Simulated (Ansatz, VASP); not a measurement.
# MnS: VASP beside Ansatz

```xyz
4
Lattice="3.9536 0.0000 0.0000 -1.9768 3.4239 0.0000 0.0000 0.0000 6.3425" Properties=species:S:1:pos:R:3 pbc="T T T"
Mn    1.9768    1.1413    3.1639
Mn    0.0000    2.2826    6.3352
S     0.0000    2.2826    3.9714
S     1.9768    1.1413    0.8001
```

Alike in both runs: task single point; functional PBE; k mesh 7 × 7 × 4; occupations fermi-dirac, width 0.05 eV; collinear spin; fixed moment 4 μB.

|  | VASP | Ansatz |
| --- | --- | --- |
| version | VASP 6.6.1 | Ansatz 0.2.0 |
| potentials or method | VASP PAW PBE potentials, release 64 (Mn_pv, S) | Ansatz PAW |
| plane-wave cutoff (eV) | 520 | 420 |
| valence electrons in the cell | 38 | 42 |

Ansatz gave:

* pressure (GPa): -15.7
* traceless stress, the component that is largest in VASP (GPa): 0.84
* rms of the force components (eV/Å): 0.008
* net moment per atom (μB): 1.00
* size of the moment on the site where the two differ most (μB): 1.98

Q: Estimate VASP's values.

A: Pressure (GPa): -15.6; traceless stress, the component that is largest in VASP (GPa): 0.83; rms of the force components (eV/Å): 0.006; net moment per atom (μB): 1.00; size of the moment on the site where the two differ most (μB): 2.07.

Site moments also hang on the region over which each program counts them. Atom by atom the forces differ by 0.002 eV/Å (rms over components). With one functional, cell and mesh, what is left measures potentials, basis and numerics. VASP's potentials hold 38 valence electrons a cell and Ansatz's 42, so a difference there can come from the potentials and not from the codes.
